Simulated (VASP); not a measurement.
**As: single point with PBE+D3(BJ)**

Slab: As, a slab with vacuum.

```
As
1.0
     3.57134    0.00000    0.00000
    -1.78567    3.09287    0.00000
     0.00000    0.00000   20.29528
As
4
Direct
  0.33333 0.66667 0.29055
  0.66667 0.33333 0.22173
  0.16667 0.66667 0.51307
  0.50000 0.33333 0.44425
```

```json
{
  "Program": "VASP 6.6.1",
  "Task": "single point",
  "Functional": "PBE",
  "Dispersion": "D3(BJ)",
  "Potentials or basis": "VASP PAW PBE potentials, release 64 (As)",
  "Cutoff": "520 eV",
  "k mesh": "9 × 9 × 1",
  "Occupations": "gaussian, width 0.05 eV",
  "Spin": "no spin polarisation"
}
```

The largest force is 0.101 eV/Å and the band gap on the k mesh is 0.78 eV, indirect (least direct gap 1.46 eV). The dispersion energy per atom is -0.279 eV.

Forces on the atoms (eV/Å):
```
As  -0.038  0.022  0.091
As  -0.032  0.014 -0.090
As   0.032 -0.014  0.090
As   0.038 -0.022 -0.091
```

Levels at points of the mesh, in eV from the valence-band top:
```
           k point  band 7  band 8  band 9  band 10  band 11  band 12  band 13  band 14
(0.00, 0.00, 0.00)   -0.41   -0.40   -0.35    -0.14     1.52     2.23     3.03     3.05
```

Run time: 120 s on 1 thread of Intel(R) Xeon(R) 6975P-C (Granite Rapids) (shared host), peak memory 0.4 GiB.
